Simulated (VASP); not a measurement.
Set up this calculation in VASP 6.6.1, as the native input.

```yaml
Task: single point
Functional: PBEsol
Potentials_or_basis: VASP PAW PBE potentials, release 64 (Tl_d)
Cutoff: 520 eV
k_mesh: 20 × 20 × 20
Occupations: gaussian, width 0.15 eV
Spin: no spin polarisation
Dipole_correction: no
Further_INCAR_settings: ALGO = Fast; EDIFF = 1e-07; NBANDS = 12
```

The structure of Tl lies in POSCAR:

```
Tl
1.0
   -1.8803035832      1.8803035832      2.0683339416
    1.8803035832     -1.8803035832      2.0683339416
    1.8803035832      1.8803035832     -2.0683339416
Tl
1
Direct
    0.0000000000      0.0000000000      0.0000000000
```

This cell differs from its parent crystal: ratio of the length along z to the lengths across it x 1.1, volume and fractional coordinates fixed.

The input as run:

INCAR

```
SYSTEM = Tl
  PREC = Accurate
  ENCUT = 520
  EDIFF = 1E-7
  ISMEAR = 0
  SIGMA = 0.15
  LREAL = .False.
  LASPH = .True.
  NELM = 60
  ALGO = Fast
  ISIF = 2
  LWAVE = .False.
  LCHARG = .True.
  GGA = PS
  LELF = .True.
  LVHAR = .True.
  NBANDS = 12
```

KPOINTS

```
Automatic mesh
0
Gamma
  20 20 20
  0 0 0
```

Potentials or basis: VASP PAW PBE potentials, release 64 (Tl_d).

Command:

```console
$ cat potpaw_PBE.64/Tl_d/POTCAR > POTCAR
$ mpirun -np 1 vasp_std > vasp.out
```

Results of the run:

```yaml
Pressure: -0.9 GPa
```

Caveat: the PAW data sets were made with another functional, which shifts forces and pressure a little.

Wall time 87 s on 1 thread of Intel(R) Xeon(R) 6975P-C (Granite Rapids), with other jobs on the host, peak memory 0.33 GiB.
